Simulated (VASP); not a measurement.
Input of a VASP 6.6.1 run:

The input INCAR:

```
ALGO = Normal ; EDIFF = 1E-6
ENCUT = 520 ; GGA = PE
ISIF = 2 ; ISMEAR = 0
ISPIN = 2 ; LASPH = T
LCHARG = F ; LMAXMIX = 4
LORBIT = 11 ; LREAL = F
LWAVE = F ; MAGMOM = 1 1 0 0 0
NBANDS = 28 ; NELM = 150
PREC = Accurate ; SIGMA = 0.1
```

The input KPOINTS:

```
k-points
0
Gamma
  6 6 6
```

The input POSCAR:

```
Zr2B3
1.0
    1.7180839446      0.9919362279      6.3282588284
   -1.7180839446      0.9919362279      6.3282588284
    0.0000000000     -1.9838724558      6.3282588284
Zr B
2 3
Direct
    0.3984329219      0.3984329219      0.3984329219
    0.6015670781      0.6015670781      0.6015670781
    0.0000000000      0.5000000000      0.0000000000
    0.0000000000      0.0000000000      0.5000000000
    0.5000000000      0.0000000000      0.0000000000
```

Potentials or basis: VASP PAW PBE potentials, release 64 (Zr_sv, B).

Command:

```sh
$ cat potpaw_PBE.64/Zr_sv/POTCAR potpaw_PBE.64/B/POTCAR > POTCAR
$ mpirun -np 1 vasp_std > vasp.out
```

(1) Predict the largest force.

(2) What does it give for the pressure?

Results:

(1) 0.089 eV/Å.

(2) 0.2 GPa.
